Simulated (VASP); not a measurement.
# WC (Fm-3m) in VASP: settings compared

WC is run at these levels: PBEsol+U, r2SCAN, LDA+U; tasks: relaxation of cell and atoms, single point.

Program: VASP 6.6.1. These are calculated values, not measurements. Logs are shortened: lines on timing, memory, paths and dates and some standing lists are left out, and cuts for length are marked.

## (1) The cell of the first run

It takes space group Fm-3m (No. 225, cubic). The conventional cell has a = 4.385 Å, b = 4.385 Å, c = 4.385 Å, α = 90.00°, β = 90.00°, γ = 90.00°. Within 2.9 Å of W (site symmetry m-3m) lie 6 C at 2.19 Å. Within 2.9 Å of C (site symmetry m-3m) lie 6 W at 2.19 Å.

## (2) Relaxation of cell and atoms, PBEsol+U

INCAR reads:

```
PREC = Accurate
ENCUT = 910
EDIFF = 1E-7
ISMEAR = -1
SIGMA = 0.05
LREAL = F
LASPH = T
NELM = 200
ALGO = Normal
ISIF = 3
LWAVE = F
LCHARG = F
LMAXMIX = 4
LDAU = T
LDAUTYPE = 2
LDAUL = 2 -1
LDAUU = 8 0
LDAUJ = 0 0
LDAUPRINT = 1
GGA = PS
IBRION = 2
NSW = 60
EDIFFG = -0.01
GGA_COMPAT = F
NELMIN = 4
```

KPOINTS reads:

```
regular mesh
0
Gamma
  10 10 10
```

POSCAR reads:

```
WC
1.0
    0.0000000000      2.1926840000      2.1926840000
    2.1926840000      0.0000000000      2.1926840000
    2.1926840000      2.1926840000      0.0000000000
W C
1 1
Direct
    0.0000000000      0.0000000000      0.0000000000
    0.5000000000      0.5000000000      0.5000000000
```

Potentials or basis: VASP PAW PBE potentials, release 64 (W_sv, C_h).

Launch:

```bash
$ cat potpaw_PBE.64/W_sv/POTCAR potpaw_PBE.64/C_h/POTCAR > POTCAR
$ mpirun -np 1 vasp_std > vasp.out
```

OUTCAR:

```text
PREC = Accurate
   ENCUT = 910
   EDIFF = 1E-7
   ISMEAR = -1
   LREAL = F
   LASPH = T
   NELM = 200
   ISIF = 3
   GGA = PS
   IBRION = 2
   NSW = 60
   EDIFFG = -0.01
   NELMIN = 4

 ion  position               nearest neighbor table
   1  0.000  0.000  0.000-   2 2.19   2 2.19   2 2.19   2 2.19   2 2.19   2 2.19
   2  0.500  0.500  0.500-   1 2.19   1 2.19   1 2.19   1 2.19   1 2.19   1 2.19

  LATTYP: Found a face centered cubic cell.
 ALAT       =     4.3853680000

  Lattice vectors:

 A1 = (   0.0000000000,   2.1926840000,   2.1926840000)
 A2 = (   2.1926840000,   0.0000000000,   2.1926840000)
 A3 = (   2.1926840000,   2.1926840000,   0.0000000000)

Analysis of symmetry for initial positions (statically):
=====================================================================
 Subroutine PRICEL returns:
 Original cell was already a primitive cell.

 Routine SETGRP: Setting up the symmetry group for a
 face centered cubic supercell.

 Subroutine GETGRP returns: Found 48 space group operations
 (whereof 48 operations were pure point group operations)
 out of a pool of 48 trial point group operations.

The static configuration has the point symmetry O_h .

Analysis of symmetry for dynamics (positions and initial velocities):
=====================================================================
 Subroutine PRICEL returns:
 Original cell was already a primitive cell.

 Routine SETGRP: Setting up the symmetry group for a
 face centered cubic supercell.

 Subroutine GETGRP returns: Found 48 space group operations
 (whereof 48 operations were pure point group operations)
 out of a pool of 48 trial point group operations.

The dynamic configuration has the point symmetry O_h .

 Subroutine INISYM returns: Found 48 space group operations
 (whereof 48 operations are pure point group operations),
 and found     1 'primitive' translations

----------------------------------------------------------------------------------------

                                     Primitive cell

  volume of cell :      21.0842

  direct lattice vectors                    reciprocal lattice vectors
     0.000000000  2.192684000  2.192684000    -0.228031034  0.228031034  0.228031034
     2.192684000  0.000000000  2.192684000     0.228031034 -0.228031034  0.228031034
     2.192684000  2.192684000  0.000000000     0.228031034  0.228031034 -0.228031034

  length of vectors
     3.100923451  3.100923451  3.100923451     0.394961337  0.394961337  0.394961337

  position of ions in fractional coordinates (direct lattice)
     0.000000000  0.000000000  0.000000000
     0.500000000  0.500000000  0.500000000

  ion indices of the primitive-cell ions
   primitive index   ion index
                 1           1
                 2           2

----------------------------------------------------------------------------------------

 KPOINTS: regular mesh

Automatic generation of k-mesh.
 Grid dimensions read from file:
 generate k-points for:   10   10   10

 Generating k-lattice:

  Cartesian coordinates                     Fractional coordinates (reciprocal lattice)
    -0.022803103  0.022803103  0.022803103     0.100000000  0.000000000  0.000000000
     0.022803103 -0.022803103  0.022803103     0.000000000  0.100000000  0.000000000
     0.022803103  0.022803103 -0.022803103     0.000000000  0.000000000  0.100000000

  Length of vectors
     0.039496134  0.039496134  0.039496134

  Shift w.r.t. Gamma in fractional coordinates (k-lattice)
     0.000000000  0.000000000  0.000000000

[... 57 lines left out ...]
   ISYM   =      2    0-nonsym 1-usesym 2-fastsym
   POTIM  = 0.5000    time-step for ionic-motion
   TEBEG  =    0.0;   TEEND  =   0.0 temperature during run
   PSTRESS=    0.0 pullay stress
   NELECT =      18.0000    total number of electrons
   NUPDOWN=      -1.0000    fix difference up-down
   EMIN   =  10.00;   EMAX   =-10.00  energy-range for DOS
   EFERMI =   0.00;   METHOD = LEGACY
   ISMEAR =    -1;   SIGMA  =   0.05  broadening in eV -4-tet -1-fermi 0-gaus
[... 40 lines left out ...]

spin component  1

  0.3187  0.0000 -0.0000  0.0000 -0.0000
  0.0000  0.3187  0.0000 -0.0000  0.0000
 -0.0000  0.0000  0.3214  0.0000 -0.0000
  0.0000 -0.0000  0.0000  0.3187  0.0000
 -0.0000  0.0000 -0.0000  0.0000  0.3214

spin component  2

  0.3187  0.0000 -0.0000  0.0000 -0.0000
  0.0000  0.3187  0.0000 -0.0000  0.0000
 -0.0000  0.0000  0.3214  0.0000 -0.0000
  0.0000 -0.0000  0.0000  0.3187  0.0000
 -0.0000  0.0000 -0.0000  0.0000  0.3214

 occupancies and eigenvectors

  o =  0.3187  v =  0.0000 -0.0624 -0.0000  0.9981 -0.0000  0.0000  0.0000  0.0000  0.0000  0.0000      0.0000  0.0000  0.0000  0.0000  0.0000  0.0000  0.0000  0.0000  0.0000  0.0000
  o =  0.3187  v =  0.0000  0.0000  0.0000  0.0000  0.0000  0.0000 -0.0624 -0.0000  0.9981 -0.0000      0.0000  0.0000  0.0000  0.0000  0.0000  0.0000  0.0000  0.0000  0.0000  0.0000
  o =  0.3187  v =  0.0000  0.0000  0.0000  0.0000  0.0000  0.0000 -0.9981  0.0000 -0.0624  0.0000      0.0000  0.0000  0.0000  0.0000  0.0000  0.0000  0.0000  0.0000  0.0000  0.0000
  o =  0.3187  v =  0.0000 -0.9981  0.0000 -0.0624  0.0000  0.0000  0.0000  0.0000  0.0000  0.0000      0.0000  0.0000  0.0000  0.0000  0.0000  0.0000  0.0000  0.0000  0.0000  0.0000
  o =  0.3187  v =  0.0000  0.0000  0.0000  0.0000  0.0000  1.0000  0.0000  0.0000  0.0000  0.0000      0.0000  0.0000  0.0000  0.0000  0.0000  0.0000  0.0000  0.0000  0.0000  0.0000
  o =  0.3187  v =  1.0000  0.0000  0.0000  0.0000  0.0000  0.0000  0.0000  0.0000  0.0000  0.0000      0.0000  0.0000  0.0000  0.0000  0.0000  0.0000  0.0000  0.0000  0.0000  0.0000
  o =  0.3214  v =  0.0000  0.0000  0.0232  0.0000  0.9997  0.0000  0.0000  0.0000  0.0000  0.0000      0.0000  0.0000  0.0000  0.0000  0.0000  0.0000  0.0000  0.0000  0.0000  0.0000
  o =  0.3214  v =  0.0000  0.0000  0.0000  0.0000  0.0000  0.0000  0.0000  0.0232  0.0000  0.9997      0.0000  0.0000  0.0000  0.0000  0.0000  0.0000  0.0000  0.0000  0.0000  0.0000
  o =  0.3214  v =  0.0000  0.0000  0.0000  0.0000  0.0000  0.0000 -0.0000 -0.9997 -0.0000  0.0232      0.0000  0.0000  0.0000  0.0000  0.0000  0.0000  0.0000  0.0000  0.0000  0.0000
  o =  0.3214  v =  0.0000 -0.0000 -0.9997 -0.0000  0.0232  0.0000  0.0000  0.0000  0.0000  0.0000      0.0000  0.0000  0.0000  0.0000  0.0000  0.0000  0.0000  0.0000  0.0000  0.0000

--------------------------------------- Ionic step        3  -------------------------------------------

 number of electron      18.0000000 magnetization

 Free energy of the ion-electron system (eV)
  ---------------------------------------------------
  ext. energy  EPLUGINS =         0.00000000
  ---------------------------------------------------
  free energy    TOTEN  =       -14.10523248 eV

  energy without entropy =      -14.09624283  energy(sigma->0) =      -14.10073765

 E-fermi :  13.1269     XC(G=0): -13.7956

 val. band max:       13.0560734763   @ k =   0.3000   0.1000   0.0000
 cond. band min:      13.1334853319   @ k =   0.3000   0.2000   0.1000
 fundamental gap:      0.0774118556
 Fermi energy:        13.1269197925

 k-point     1 :       0.0000    0.0000    0.0000
  band No.  band energies     occupation
      1     -63.7125      2.00000
      2     -27.6487      2.00000
      3     -27.6487      2.00000
      4     -27.6487      2.00000
      5      -3.1363      2.00000
      6      10.4604      2.00000
      7      10.4604      2.00000
      8      10.4604      2.00000
      9      11.6658      2.00000
     10      11.6658      2.00000
     11      11.6658      2.00000
     12      12.2704      2.00000
     13      12.2704      2.00000
[... 354 lines left out ...]
  band No.  band energies     occupation
      1     -63.6775      2.00000
      2     -28.0357      2.00000
      3     -27.8084      2.00000
      4     -27.7926      2.00000
      5      -0.4590      2.00000
      6       5.7020      2.00000
      7       7.5611      2.00000
      8       9.2103      2.00000
      9      10.0660      2.00000
     10      14.2043      0.00000
     11      15.5131      0.00000
     12      15.7913      0.00000
     13      18.9940      0.00000

 [... further k-points ...]
[... 5 lines left out ...]
  --------------------------------------------------------------------------------------
  -------------------------------------------------------------------------------------
  Total       -0.0172026     -0.0172026     -0.0172026      0.0000000     -0.0000000      0.0000000
  in kB       -1.2826890     -1.2826890     -1.2826890      0.0000000     -0.0000000      0.0000000
  external PRESSURE =      -1.2826890 kB  Pullay stress =       0.0000000 kB
[... 17 lines left out ...]
  FREE ENERGIE OF THE ION-ELECTRON SYSTEM (eV)
  ---------------------------------------------------
  free  energy   TOTEN  =       -14.1052324778 eV

  energy  without entropy=      -14.0962428303  energy(sigma->0) =      -14.10073765

 reached required accuracy - stopping structural energy minimisation
```

Wall time 36 s (1 thread of Intel Xeon 6975P-C (Granite Rapids), shared host); peak memory 0.21 GiB.

What came out:

| Item | Value |
| --- | --- |
| Free energy | -14.1052 eV |
| Relaxed volume | 10.74 Å³/atom |
| Relaxed cell | a = 3.121 Å, b = 3.121 Å, c = 3.121 Å, α = 60.00°, β = 60.00°, γ = 60.00° |
| Space group after relaxing (to 0.05 Å) | Fm-3m (No. 225) |
| Energy gained by relaxing | 4.2 meV/atom |
| Ionic steps | 3 |
| Pressure after relaxing | -0.1 GPa |

The path:
```
step  energy change (eV)  largest force (eV/Å)  pressure (GPa)  volume (Å³)
   1              0.0000                0.0000            6.90        21.08
   2              0.0416                0.0000          -15.09        22.50
   3             -0.0084                0.0000           -0.13        21.49
```

Final structure:
```cif
data_structure
_symmetry_space_group_name_H-M 'P 1'
_symmetry_Int_Tables_number 1
_cell_length_a 3.1206
_cell_length_b 3.1206
_cell_length_c 3.1206
_cell_angle_alpha 60.000
_cell_angle_beta 60.000
_cell_angle_gamma 60.000
_cell_volume 21.49
loop_
_atom_site_label
_atom_site_type_symbol
_atom_site_fract_x
_atom_site_fract_y
_atom_site_fract_z
_atom_site_occupancy
W1 W 0.00000 0.00000 0.00000 1
C1 C 0.50000 0.50000 0.50000 1
```

Eigenvalues of the final occupation matrices:
```csv
site,spin,trace,eigenvalues
site 1 d,1,1.60,0.32 0.32 0.32 0.32 0.32
site 1 d,2,1.60,0.32 0.32 0.32 0.32 0.32
```

Caveat: the cutoff is under 1.25 times the usual one of these potentials, so pressure, stress and relaxed cells hold a basis-set (Pulay) error; the bands computed are all filled at some k points, so no gap is given; the PAW data sets were made with another functional, which shifts forces and pressure a little; spin-orbit coupling is left out, which moves the levels of the heavy elements; the U is typed as a test and isn't derived for this compound.

## (3) Single point, PBEsol+U

This run uses another cell than the first one, of 10.29 Å³/atom, 0.976 times its volume.

INCAR reads:

```
SYSTEM = WC
ALGO = Normal
EDIFF = 1E-6
ENCUT = 910
GGA = PS
GGA_COMPAT = .False.
ISIF = 2
ISMEAR = -1
LASPH = .True.
LCHARG = .False.
LDAU = .True.
LDAUJ = 0 0
LDAUL = 2 -1
LDAUPRINT = 1
LDAUTYPE = 2
LDAUU = 8 0
LMAXMIX = 4
LREAL = .False.
LWAVE = .False.
NBANDS = 16
NELM = 200
PREC = Accurate
SIGMA = 0.05
```

KPOINTS reads:

```
k-points
0
Gamma
  10 10 10
  0 0 0
```

POSCAR reads:

```
WC
1.0
    0.0000000000      2.1750937421      2.1750937421
    2.1750937421      0.0000000000      2.1750937421
    2.1750937421      2.1750937421      0.0000000000
W C
1 1
Direct
    0.0000000000      0.0000000000      0.0000000000
    0.5000000000      0.5000000000      0.5000000000
```

Potentials or basis: VASP PAW PBE potentials, release 64 (W_sv, C_h).

Launch:

```bash
$ cat potpaw_PBE.64/W_sv/POTCAR potpaw_PBE.64/C_h/POTCAR > POTCAR
$ mpirun -np 1 vasp_std > vasp.out
```

Run time: 29 s. Hardware: 1 thread of AMD EPYC 7R43 (Zen 3), shared host; peak memory 0.17 GiB.

It converged, with:

```
Free energy            : -14.0597 eV
Pressure               : 16.7 GPa
Band gap on the k mesh : zero (band 9 reaches 15.00 eV, above the bottom of band 10 at 11.56 eV)
```

Levels at points of the mesh, in eV from the Fermi level:
```csv
k point,band 5,band 6,band 7,band 8,band 9,band 10,band 11,band 12,band 13,band 14
"(0.00, 0.00, 0.00)",-16.65,-2.82,-2.82,-2.82,-1.56,-1.56,-1.56,-0.93,-0.93,6.19
"(0.50, 0.00, 0.00)",-11.74,-10.51,-6.87,-6.87,1.21,1.21,2.31,4.16,8.95,8.95
"(0.50, 0.50, 0.00)",-14.01,-6.34,-6.05,-3.08,-3.08,0.99,2.52,2.52,5.12,7.22
```

Eigenvalues of the final occupation matrices:
```
    site  spin  trace               eigenvalues
site 1 d     1   1.64  0.32 0.32 0.32 0.33 0.33
site 1 d     2   1.64  0.32 0.32 0.32 0.33 0.33
```

Caveat: the cutoff is under 1.25 times the usual one of these potentials, so pressure, stress and relaxed cells hold a basis-set (Pulay) error; the PAW data sets were made with another functional, which shifts forces and pressure a little; spin-orbit coupling is left out, which moves the levels of the heavy elements; U without spin polarisation on a metal has little footing; the U is typed as a test and isn't derived for this compound.

## (4) Single point, r2SCAN

This run uses another cell than the first one, of 10.33 Å³/atom, 0.980 times its volume.

POSCAR reads:

```
WC
1.0
    0.0000000000      2.1779675566      2.1779675566
    2.1779675566      0.0000000000      2.1779675566
    2.1779675566      2.1779675566      0.0000000000
W C
1 1
Direct
    0.0000000000      0.0000000000      0.0000000000
    0.5000000000      0.5000000000      0.5000000000
```

INCAR.step1 reads:

```
PREC = Accurate
ENCUT = 910
ISMEAR = -1
SIGMA = 0.05
LREAL = F
LASPH = T
NELM = 120
NBANDS = 16
GGA = PE
ALGO = Normal
EDIFF = 1E-5
LWAVE = T
LCHARG = F
GGA_COMPAT = F
```

INCAR.step2 reads:

```
PREC = Accurate
ENCUT = 910
EDIFF = 1E-6
ISMEAR = -1
SIGMA = 0.05
LREAL = F
LASPH = T
NELM = 120
ALGO = Normal
ISIF = 2
LWAVE = F
LCHARG = T
METAGGA = R2SCAN
LMIXTAU = T
LELF = T
LVHAR = T
NBANDS = 16
ISTART = 1
GGA_COMPAT = F
```

KPOINTS reads:

```
Automatic mesh
0
Gamma
  10 10 10
```

Launch:

```bash
$ cat potpaw_PBE.64/W_sv/POTCAR potpaw_PBE.64/C_h/POTCAR > POTCAR
$ cp INCAR.step1 INCAR
$ mpirun -np 1 vasp_std > vasp.out
$ cp INCAR.step2 INCAR
$ mpirun -np 1 vasp_std > vasp.out
```

Run time: 92 s. Hardware: 1 thread of Intel Xeon Platinum 8488C (Sapphire Rapids), shared host; peak memory 0.2 GiB.

Results (log left out):

| Property | Result |
| --- | --- |
| Free energy | -60.6515 eV |
| Pressure | 3.8 GPa |
| Band gap on the k mesh | zero (band 9 reaches 14.19 eV, above the bottom of band 10 at 10.77 eV) |

Levels at points of the mesh, in eV from the Fermi level:
| k point | band 5 | band 6 | band 7 | band 8 | band 9 | band 10 | band 11 | band 12 | band 13 | band 14 |
| --- | --- | --- | --- | --- | --- | --- | --- | --- | --- | --- |
| (0.00, 0.00, 0.00) | -16.96 | -2.98 | -2.98 | -2.98 | -1.26 | -1.26 | -1.26 | -1.10 | -1.10 | 7.20 |
| (0.50, 0.00, 0.00) | -12.17 | -10.44 | -7.15 | -7.15 | 1.08 | 1.08 | 2.52 | 5.33 | 9.34 | 9.34 |
| (0.50, 0.50, 0.00) | -14.74 | -6.11 | -6.02 | -2.80 | -2.80 | 0.83 | 2.37 | 2.37 | 5.86 | 7.89 |

Caveat: the cutoff is under 1.25 times the usual one of these potentials, so pressure, stress and relaxed cells hold a basis-set (Pulay) error; the PAW data sets were made with another functional, which shifts forces and pressure a little; spin-orbit coupling is left out, which moves the levels of the heavy elements.

## (5) Single point, LDA+U

INCAR reads:

```
SYSTEM = WC
PREC = Accurate
ENCUT = 910
EDIFF = 1E-6
ISMEAR = -1
SIGMA = 0.05
LREAL = .False.
LASPH = .True.
NELM = 200
ALGO = Normal
ISIF = 2
LWAVE = .False.
LCHARG = .False.
LMAXMIX = 4
LDAU = .True.
LDAUTYPE = 2
LDAUL = 2 -1
LDAUU = 4 0
LDAUJ = 0 0
LDAUPRINT = 1
NBANDS = 16
GGA_COMPAT = .False.
```

KPOINTS reads:

```
regular mesh
0
Gamma
  10 10 10
  0 0 0
```

POSCAR reads:

```
WC
1.0
    0.0000000000      2.1926840000      2.1926840000
    2.1926840000      0.0000000000      2.1926840000
    2.1926840000      2.1926840000      0.0000000000
W C
1 1
Direct
    0.0000000000      0.0000000000      0.0000000000
    0.5000000000      0.5000000000      0.5000000000
```

Potentials or basis: VASP PAW LDA potentials, release 64 (W_sv, C_h).

Launch:

```bash
$ cat potpaw_LDA.64/W_sv/POTCAR potpaw_LDA.64/C_h/POTCAR > POTCAR
$ mpirun -np 1 vasp_std > vasp.out
```

Wall time 12 s (1 thread of Intel Xeon 6975P-C (Granite Rapids), shared host); peak memory 0.18 GiB.

Results (log left out):

* Free energy: -19.2919 eV
* Pressure: -6.8 GPa
* Band gap on the k mesh: zero (band 9 reaches 14.05 eV, above the bottom of band 10 at 10.83 eV)

Levels at points of the mesh, in eV from the Fermi level:
| k point | band 6 | band 7 | band 8 | band 9 | band 10 | band 11 | band 12 | band 13 |
| --- | --- | --- | --- | --- | --- | --- | --- | --- |
| (0.00, 0.00, 0.00) | -2.76 | -2.76 | -2.76 | -1.26 | -1.26 | -1.26 | -0.97 | -0.97 |
| (0.50, 0.00, 0.00) | -9.97 | -6.63 | -6.63 | 1.06 | 1.06 | 2.25 | 4.66 | 8.67 |
| (0.50, 0.50, 0.00) | -5.81 | -5.80 | -2.70 | -2.70 | 0.86 | 2.30 | 2.30 | 5.21 |

Eigenvalues of the final occupation matrices:
| site | spin | trace | eigenvalues |
| --- | --- | --- | --- |
| site 1 d | 1 | 1.69 | 0.33 0.33 0.33 0.34 0.34 |
| site 1 d | 2 | 1.69 | 0.33 0.33 0.33 0.34 0.34 |

Caveat: the cutoff is under 1.25 times the usual one of these potentials, so pressure, stress and relaxed cells hold a basis-set (Pulay) error; spin-orbit coupling is left out, which moves the levels of the heavy elements; U without spin polarisation on a metal has little footing; the U is typed as a test and isn't derived for this compound.

## (6) The runs side by side

| task | level | potentials or basis | U | cell | gap on the mesh (eV) | pressure (GPa) |
| --- | --- | --- | --- | --- | --- | --- |
| relaxation of cell and atoms | PBEsol+U | VASP PAW PBE potentials, release 64 (W_sv, C_h) | W d U = 8.0 eV | relaxed from a = 3.101 Å, angles 60.0°, 2 atoms | - | -0.1 |
| single point | PBEsol+U | VASP PAW PBE potentials, release 64 (W_sv, C_h) | W d U = 8.0 eV | a = 3.076 Å, angles 60.0°, 2 atoms | none | 16.7 |
| single point | r2SCAN | VASP PAW PBE potentials, release 64 (W_sv, C_h) | - | a = 3.080 Å, angles 60.0°, 2 atoms | none | 3.8 |
| single point | LDA+U | VASP PAW LDA potentials, release 64 (W_sv, C_h) | W d U = 4.0 eV | a = 3.101 Å, angles 60.0°, 2 atoms | none | -6.8 |

Alike in all rows: no spin polarisation; k mesh 10 × 10 × 10; cutoff (eV) 910; smearing fermi-dirac 0.05 eV.

Caveats: the cutoff is under 1.25 times the usual one of these potentials, so pressure, stress and relaxed cells hold a basis-set (Pulay) error; spin-orbit coupling is left out, which moves the levels of the heavy elements; the PAW data sets were made with another functional, which shifts forces and pressure a little (some runs); the U is typed as a test and isn't derived for this compound (some runs); U without spin polarisation on a metal has little footing (some runs); the bands computed are all filled at some k points, so no gap is given (some runs).

Total energies depend on the potentials used, so only differences within one code and one set of settings carry meaning.
